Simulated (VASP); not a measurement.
The system is EuO.

```xyz
2
Lattice="0.0000 2.5720 2.5720 2.5720 0.0000 2.5720 2.5720 2.5720 0.0000" Properties=species:S:1:pos:R:3 pbc="T T T"
Eu    0.0000    0.0000    0.0000
O     2.5720    2.5720    2.5720
```

Base run:

```yaml
Program: VASP 6.6.1
Functional: RPBE
Potentials_or_basis: VASP PAW PBE potentials, release 64 (Eu, O)
Cutoff: 600 eV
k_mesh: 8 × 8 × 8
Occupations: methfessel-paxton, width 0.1 eV
Spin: collinear spin, ferromagnetic start
Starting_moments: "[4.9, 0.0] μB"
```

Its results: pressure -0.9 GPa; net moment 6.99 μB per cell; site moments Eu +6.60; O -0.11 μB.

Question: The run is repeated on the same cell with these changes: functional from RPBE to LDA. What comes out?

Answer: Pressure -13.3 GPa; net moment 6.90 μB per cell; site moments Eu +6.57; O -0.08 μB.

LDA binds more tightly than RPBE, so the same cell stands under less pressure.

Caveats: the PAW data sets were made with another functional, which shifts forces and pressure a little; a cell with one magnetic atom can't hold antiferromagnetic order, which such compounds often take; the cell stands under tension (at least some runs).
